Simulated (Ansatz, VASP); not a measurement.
**Ta in VASP and in Ansatz**

```
Ta
1.0
     2.83146    0.00000    0.00000
    -1.41573    2.45212    0.00000
     0.00000    0.00000    5.04480
Ta
2
Direct
  0.66667 0.33333 0.75000
  0.33333 0.66667 0.25000
```

Alike in both runs: functional PBEsol; dispersion D3(BJ); k mesh 12 × 12 × 6; no spin polarisation.

Ansatz relaxed the structure, and its values are those at the end. VASP's run is a single point on that final structure, the one shown.

```csv
,VASP,Ansatz
version,VASP 6.6.1,Ansatz 0.2.0
potentials or method,"VASP PAW PBE potentials, release 64 (Ta_pv), cutoff 520 eV","plane waves, PAW"
occupations,"methfessel-paxton of order 1, width 0.1 eV","cold, width 0.1 eV"
valence electrons in the cell,22,26
```

Ansatz gave:

| Property | Result |
| --- | --- |
| pressure (GPa) | 0.0 |

Q: Estimate VASP's values.

A: Pressure (GPa): 0.2.

VASP's potentials were made for PBE, not for PBEsol. VASP's potentials hold 22 valence electrons a cell and Ansatz's 26, so a difference there can come from the potentials and not from the codes.

Spin-orbit coupling is off throughout.
